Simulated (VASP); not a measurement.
# NiO (Fm-3m) in VASP: notebook

NiO is run at these levels: PBE exchange alone, RPBE; tasks: single point.

Program: VASP 6.6.1. These are calculated values, not measurements. Logs are shortened: lines on timing, memory, paths and dates and some standing lists are left out, and cuts for length are marked.

### 1 The cell of the first run

It takes space group Fm-3m (No. 225, cubic). Conventional cell: a = 4.144 Å, b = 4.144 Å, c = 4.144 Å, α = 90.00°, β = 90.00°, γ = 90.00°. Within 2.7 Å of Ni (site symmetry m-3m) lie 6 O at 2.07 Å. O (site symmetry m-3m) has 6 Ni at 2.07 Å within 2.7 Å.

### 2 Single point, PBE exchange alone, collinear spin, ferromagnetic start

Contents of INCAR:

```
SYSTEM = NiO
PREC = Accurate ; ENCUT = 520
EDIFF = 1E-7 ; ISMEAR = -1
SIGMA = 0.05 ; LREAL = .FALSE.
LASPH = .TRUE. ; NELM = 150
ALGO = Normal ; ISIF = 2
LWAVE = .FALSE. ; LCHARG = .TRUE.
ISPIN = 2 ; MAGMOM = 1 0
LORBIT = 11 ; LMAXMIX = 4
GGA = PE ; ALDAC = 0.0
AGGAC = 0.0 ; LELF = .TRUE.
LVHAR = .TRUE. ; NBANDS = 19
```

Contents of KPOINTS:

```
Automatic mesh
0
G
  11 11 11
  0 0 0
```

Contents of POSCAR:

```
NiO
1.0
    0.0000000000      2.0719018797      2.0719018797
    2.0719018797      0.0000000000      2.0719018797
    2.0719018797      2.0719018797      0.0000000000
Ni O
1 1
Direct
    0.0000000000      0.0000000000      0.0000000000
    0.5000000000      0.5000000000      0.5000000000
```

Potentials or basis: VASP PAW PBE potentials, release 64 (Ni, O).

The run is started by

```console
$ cat potpaw_PBE.64/Ni/POTCAR potpaw_PBE.64/O/POTCAR > POTCAR
$ mpirun -np 1 vasp_std > vasp.out
```

OUTCAR:

```text
SYSTEM = NiO
   PREC = Accurate
   ENCUT = 520
   EDIFF = 1E-7
   ISMEAR = -1
   LREAL = .FALSE.
   LASPH = .TRUE.
   NELM = 150
   ISIF = 2
   ISPIN = 2
   LORBIT = 11
   GGA = PE

 ion  position               nearest neighbor table
   1  0.000  0.000  0.000-   2 2.07   2 2.07   2 2.07   2 2.07   2 2.07   2 2.07
   2  0.500  0.500  0.500-   1 2.07   1 2.07   1 2.07   1 2.07   1 2.07   1 2.07

  LATTYP: Found a face centered cubic cell.
 ALAT       =     4.1438037594

  Lattice vectors:

 A1 = (   0.0000000000,   2.0719018797,   2.0719018797)
 A2 = (   2.0719018797,   0.0000000000,   2.0719018797)
 A3 = (   2.0719018797,   2.0719018797,   0.0000000000)

Analysis of symmetry for initial positions (statically):
=====================================================================
 Subroutine PRICEL returns:
 Original cell was already a primitive cell.

 Routine SETGRP: Setting up the symmetry group for a
 face centered cubic supercell.

 Subroutine GETGRP returns: Found 48 space group operations
 (whereof 48 operations were pure point group operations)
 out of a pool of 48 trial point group operations.

The static configuration has the point symmetry O_h .

Analysis of symmetry for dynamics (positions and initial velocities):
=====================================================================
 Subroutine PRICEL returns:
 Original cell was already a primitive cell.

 Routine SETGRP: Setting up the symmetry group for a
 face centered cubic supercell.

 Subroutine GETGRP returns: Found 48 space group operations
 (whereof 48 operations were pure point group operations)
 out of a pool of 48 trial point group operations.

The dynamic configuration has the point symmetry O_h .

Analysis of structural, dynamic, and magnetic symmetry:
=====================================================================
 Subroutine PRICEL returns:
 Original cell was already a primitive cell.

 Routine SETGRP: Setting up the symmetry group for a
 face centered cubic supercell.

 Subroutine GETGRP returns: Found 48 space group operations
 (whereof 48 operations were pure point group operations)
 out of a pool of 48 trial point group operations.

The overall configuration has the point symmetry O_h .

 Subroutine INISYM returns: Found 48 space group operations
 (whereof 48 operations are pure point group operations),
 and found     1 'primitive' translations

----------------------------------------------------------------------------------------

                                     Primitive cell

  volume of cell :      17.7884

  direct lattice vectors                    reciprocal lattice vectors
     0.000000000  2.071901880  2.071901880    -0.241324169  0.241324169  0.241324169
     2.071901880  0.000000000  2.071901880     0.241324169 -0.241324169  0.241324169
     2.071901880  2.071901880  0.000000000     0.241324169  0.241324169 -0.241324169

  length of vectors
     2.930111738  2.930111738  2.930111738     0.417985722  0.417985722  0.417985722

  position of ions in fractional coordinates (direct lattice)
     0.000000000  0.000000000  0.000000000
     0.500000000  0.500000000  0.500000000

  ion indices of the primitive-cell ions
   primitive index   ion index
                 1           1
                 2           2

----------------------------------------------------------------------------------------

 KPOINTS: Automatic mesh

Automatic generation of k-mesh.
 Grid dimensions read from file:
 generate k-points for:   11   11   11

 Generating k-lattice:

  Cartesian coordinates                     Fractional coordinates (reciprocal lattice)
    -0.021938561  0.021938561  0.021938561     0.090909091  0.000000000  0.000000000
     0.021938561 -0.021938561  0.021938561     0.000000000  0.090909091  0.000000000
     0.021938561  0.021938561 -0.021938561     0.000000000  0.000000000  0.090909091

  Length of vectors
     0.037998702  0.037998702  0.037998702

  Shift w.r.t. Gamma in fractional coordinates (k-lattice)
     0.000000000  0.000000000  0.000000000

 Subroutine IBZKPT returns following result:
 ===========================================

 Found     56 irreducible k-points:

 Following reciprocal coordinates:
            Coordinates               Weight
  0.000000  0.000000  0.000000      1.000000
  0.090909  0.000000  0.000000      8.000000
  0.181818  0.000000  0.000000      8.000000
  0.272727  0.000000  0.000000      8.000000
  0.363636  0.000000  0.000000      8.000000
  0.454545  0.000000  0.000000      8.000000
[... 16 lines left out ...]
 -0.272727  0.181818  0.000000     24.000000
 -0.181818  0.181818  0.000000     12.000000
 [... further k-points ...]
   k-points           NKPTS =     56   k-points in BZ     NKDIM =     56   number of bands    NBANDS=     19
   number of dos      NEDOS =    301   number of ions     NIONS =      2
   total plane-waves  NPLWV =  13824
   dimension x,y,z NGX =    24 NGY =   24 NGZ =   24
   dimension x,y,z NGXF=    48 NGYF=   48 NGZF=   48
   ions per type =               1   1
   NGX,Y,Z   is equivalent  to a cutoff of  13.62, 13.62, 13.62 a.u.
   NGXF,Y,Z  is equivalent  to a cutoff of  27.23, 27.23, 27.23 a.u.
 SYSTEM =  NiO
   PREC   = accura    normal or accurate (medium, high low for compatibility)
   ISTART =      0    job   : 0-new  1-cont  2-samecut
   ICHARG =      2    charge: 1-file 2-atom 10-const
   ISPIN  =      2    spin polarized calculation?
   LNONCOLLINEAR =      F non collinear calculations
   LSORBIT =      F    spin-orbit coupling
   LASPH  =      T    aspherical Exc in radial PAW
   ENCUT  =  520.0 eV  38.22 Ry    6.18 a.u.   5.45  5.45  5.45*2*pi/ulx,y,z
   NELM   =    150;   NELMIN=  2; NELMDL= -5     # of ELM steps
   EDIFF  = 0.1E-06   stopping-criterion for ELM
   LREAL  =      F    real-space projection
   EDIFFG = 0.1E-05   stopping-criterion for IOM
   NSW    =      0    number of steps for IOM
   IBRION =     -1    ionic relax: 0-MD 1-quasi-New 2-CG
   NFREE  =      0    steps in history (QN), initial steepest desc. (CG)
   ISIF   =      2    stress and relaxation
   ISYM   =      2    0-nonsym 1-usesym 2-fastsym
   POTIM  = 0.5000    time-step for ionic-motion
   TEBEG  =    0.0;   TEEND  =   0.0 temperature during run
   PSTRESS=    0.0 pullay stress
   NELECT =      16.0000    total number of electrons
   NUPDOWN=      -1.0000    fix difference up-down
   EMIN   =  10.00;   EMAX   =-10.00  energy-range for DOS
   EFERMI =   0.00;   METHOD = LEGACY
   ISMEAR =    -1;   SIGMA  =   0.05  broadening in eV -4-tet -1-fermi 0-gaus
   EFERMI_NEDOS =   21; number of points for ismear=-14 and -15
   IALGO  =     38    algorithm
   IMIX   =      4    mixing-type and parameters
     AMIX     =   0.40;   BMIX     =  1.00
     AMIX_MAG =   1.60;   BMIX_MAG =  1.00
  volume/ion in A,a.u.               =       8.89        60.02
  Fermi-wavevector in a.u.,A,eV,Ry     =   1.580286  2.986307 33.977874  2.497303
  Thomas-Fermi vector in A             =   2.680536
   LORBIT       =     11    0 simple, 1 ext, 2 COOP (PROOUT), +10 PAW based schemes
   GGA     = PE    functional components
   LHFCALC =     F    Hartree Fock is set to
   AEXX    =    0.0000 exact exchange contribution
   IVDW    =     0    specifies the selected vdW correction
   LEPSILON=     F    determine dielectric tensor
   LRPA    =     F    only Hartree local field effects (RPA)
 spin polarized calculation
  energy-cutoff  :      520.00
  volume of cell :       17.79
 maximum number of plane-waves:       531
 NGX is ok and might be reduce to    24
   NGX = 11   NGY = 11   NGZ = 11

 number of electron      15.9999991 magnetization       1.8517269

 Free energy of the ion-electron system (eV)
  ---------------------------------------------------
  ext. energy  EPLUGINS =         0.00000000
  ---------------------------------------------------
  free energy    TOTEN  =        -8.91504827 eV

  energy without entropy =       -8.90819792  energy(sigma->0) =       -8.91162310

 E-fermi :   9.9405     XC(G=0): -10.9786

 val. band max:        9.9373555420   @ k =  -0.3636   0.1818   0.0000
 cond. band min:       9.9890144519   @ k =  -0.2727   0.1818   0.0000
 fundamental gap:      0.0516589099
 Fermi energy:         9.9404804298

 spin component 1

 k-point     1 :       0.0000    0.0000    0.0000
  band No.  band energies     occupation
      1     -10.6251      1.00000
      2       6.5411      1.00000
      3       6.5411      1.00000
      4       6.8016      1.00000
      5       6.8016      1.00000
      6       6.8016      1.00000
[... 11 lines left out ...]
     18      36.3299      0.00000
     19      36.3299      0.00000

 k-point     2 :       0.0909    0.0000    0.0000
  band No.  band energies     occupation
      1     -10.5280      1.00000
      2       5.8183      1.00000
      3       5.8183      1.00000
      4       5.9455      1.00000
      5       7.0048      1.00000
      6       7.0048      1.00000
[... 11 lines left out ...]
     18      37.6938      0.00000
     19      37.6938      0.00000

 k-point     3 :       0.1818    0.0000    0.0000
  band No.  band energies     occupation
      1     -10.2572      1.00000
      2       4.6213      1.00000
      3       5.0582      1.00000
      4       5.0582      1.00000
      5       7.1633      1.00000
      6       7.1633      1.00000
[... 434 lines left out ...]
      1      -9.4503      1.00000
      2       2.5266      1.00000
      3       3.9224      1.00000
      4       4.3488      1.00000
      5       7.3466      1.00000
      6       7.5041      1.00000
[... 11 lines left out ...]
     18      41.3975      0.00000
     19      42.7168      0.00000

 k-point    24 :      -0.1818    0.1818    0.0000
  band No.  band energies     occupation
      1      -9.7741      1.00000
      2       3.1367      1.00000
      3       4.1777      1.00000
      4       4.9175      1.00000
      5       7.1674      1.00000
      6       7.3424      1.00000
[... 11 lines left out ...]
     18      41.3843      0.00000
     19      42.5560      0.00000

 [... further k-points ...]

 spin component 2

 k-point     1 :       0.0000    0.0000    0.0000
  band No.  band energies     occupation
      1     -10.0703      1.00000
      2       7.4475      1.00000
      3       7.4475      1.00000
      4       7.4475      1.00000
      5       7.9682      1.00000
      6       7.9685      1.00000
[... 11 lines left out ...]
     18      37.0492      0.00000
     19      37.0494      0.00000

 k-point     2 :       0.0909    0.0000    0.0000
  band No.  band energies     occupation
      1      -9.9698      1.00000
      2       6.6058      1.00000
      3       7.0317      1.00000
      4       7.0317      1.00000
      5       8.1084      1.00000
      6       8.1086      1.00000
[... 11 lines left out ...]
     18      38.3955      0.00000
     19      38.3957      0.00000

 k-point     3 :       0.1818    0.0000    0.0000
  band No.  band energies     occupation
      1      -9.6887      1.00000
      2       5.2135      1.00000
      3       6.3586      1.00000
      4       6.3587      1.00000
      5       8.3107      1.00000
      6       8.3110      1.00000
[... 434 lines left out ...]
      1      -8.8400      1.00000
      2       3.1493      1.00000
      3       5.0598      1.00000
      4       5.3080      1.00000
      5       8.5263      1.00000
      6       9.0069      1.00000
[... 11 lines left out ...]
     18      41.9061      0.00000
     19      43.3728      0.00000

 k-point    24 :      -0.1818    0.1818    0.0000
  band No.  band energies     occupation
      1      -9.1825      1.00000
      2       3.8385      1.00000
      3       5.5502      1.00000
      4       5.5996      1.00000
      5       8.3352      1.00000
      6       8.9223      1.00000
[... 11 lines left out ...]
     18      41.8942      0.00000
     19      42.7959      0.00000

 [... further k-points ...]

------------------------ aborting loop because EDIFF is reached ----------------------------------------

  FORCE on cell =-STRESS in cart. coord.  units (eV):
  Direction    XX          YY          ZZ          XY          YZ          ZX
  --------------------------------------------------------------------------------------
  -------------------------------------------------------------------------------------
  Total        4.2300930      4.2300930      4.2300930     -0.0000000     -0.0000000     -0.0000000
  in kB      380.9982240    380.9982240    380.9982240     -0.0000000     -0.0000000     -0.0000000
  external PRESSURE =     380.9982240 kB  Pullay stress =       0.0000000 kB

 VOLUME and BASIS-vectors are now :
 -----------------------------------------------------------------------------
  energy-cutoff  :      520.00
  volume of cell :       17.79
      direct lattice vectors                 reciprocal lattice vectors
     0.000000000  2.071901880  2.071901880    -0.241324169  0.241324169  0.241324169
     2.071901880  0.000000000  2.071901880     0.241324169 -0.241324169  0.241324169
     2.071901880  2.071901880  0.000000000     0.241324169  0.241324169 -0.241324169

 POSITION                                       TOTAL-FORCE (eV/Angst)
 -----------------------------------------------------------------------------------
      0.00000      0.00000      0.00000         0.000000      0.000000      0.000000
      2.07190      2.07190      2.07190        -0.000000     -0.000000     -0.000000
 -----------------------------------------------------------------------------------
    total drift:                                0.000000     -0.000000     -0.000000

  FREE ENERGIE OF THE ION-ELECTRON SYSTEM (eV)
  ---------------------------------------------------
  free  energy   TOTEN  =        -8.9150482723 eV

  energy  without entropy=       -8.9081979232  energy(sigma->0) =       -8.91162310

 total charge

# of ion       s       p       d       tot
------------------------------------------
    1        0.340   0.422   8.263   9.024
    2        1.552   3.474   0.000   5.026
--------------------------------------------------
tot          1.892   3.896   8.263  14.050

 magnetization (x)

# of ion       s       p       d       tot
------------------------------------------
    1        0.011   0.014   1.492   1.517
    2        0.030   0.263   0.000   0.292
--------------------------------------------------
tot          0.041   0.277   1.492   1.810
```

Wall time 64 s (1 thread of Intel Xeon 8259CL, shared host); peak memory 0.17 GiB.

What came out:

| Property | Result |
| --- | --- |
| Free energy | -8.9150 eV |
| Pressure | 38.1 GPa |
| Net moment | 1.85 μB per cell |
| Site moments | Ni +1.52; O +0.29 μB |
| Valence electrons inside the program's atomic spheres | Ni 9.02; O 5.03 |

Caveat: the cell stands under pressure; a cell with one magnetic atom can't hold antiferromagnetic order, which such compounds often take; semilocal functionals often make such compounds metallic where correlation or magnetic order opens a gap, which also shifts bond lengths.

(Continued in part 2 of 2.)
